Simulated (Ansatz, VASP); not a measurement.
**CaO: VASP beside Ansatz**

INCAR

```
SYSTEM = CaO
  PREC = Accurate
  ENCUT = 520
  EDIFF = 1E-6
  ISMEAR = 0
  SIGMA = 0.05
  LREAL = .FALSE.
  LASPH = .TRUE.
  NELM = 60
  ALGO = Normal
  ISIF = 2
  LWAVE = .FALSE.
  LCHARG = .FALSE.
  GGA = B5
  ALDAX = 1.0
  AGGAX = 1.0
  AGGAC = 1.0
  ALDAC = 0.0
  NBANDS = 15
```

KPOINTS

```
regular mesh
0
G
  8 8 8
  0 0 0
```

POSCAR

```
CaO
1.0
    0.0000000000      2.4489986189      2.4489986189
    2.4489986189      0.0000000000      2.4489986189
    2.4489986189      2.4489986189      0.0000000000
Ca O
1 1
Direct
    0.5000000000      0.5000000000      0.5000000000
    0.0000000000      0.0000000000      0.0000000000
```

Input for Ansatz:

```yaml
crystal:
  lattice:
    - [0.0, 2.4489986189, 2.4489986189]
    - [2.4489986189, 0.0, 2.4489986189]
    - [2.4489986189, 2.4489986189, 0.0]
  atoms:
    - { symbol: Ca, position: [0.5, 0.5, 0.5] }
    - { symbol: O, position: [0.0, 0.0, 0.0] }
basis:
  ecutwfc: 420
  ecutrho_ratio: 4
kpoints:
  mp_grid: { grid: [8, 8, 8] }
hamiltonian:
  xc: blyp
scf:
  occupations: { method: gaussian, width: 0.05 }
output:
  forces: true
  stress: true
  eigenvalues: true
```

Alike in both runs: task single point; functional BLYP; k mesh 8 × 8 × 8; occupations gaussian, width 0.05 eV; no spin polarisation.

```csv
,VASP,Ansatz
version,VASP 6.6.1,Ansatz 0.2.0
potentials or method,"VASP PAW PBE potentials, release 64 (Ca_sv, O), cutoff 520 eV","scalar-relativistic, plane waves, PAW"
valence electrons in the cell,16,16
```

```tsv
	VASP	Ansatz	Ansatz less VASP
gap on the k mesh at the Fermi level (eV)	3.73	3.75	+0.020
least direct gap on the mesh (eV)	4.11	4.13	+0.021
pressure (GPa)	-1.2	-1.7	-0.51
```

VASP's potentials were made for PBE, not for BLYP. With one functional, cell and mesh, what is left measures potentials, basis and numerics.
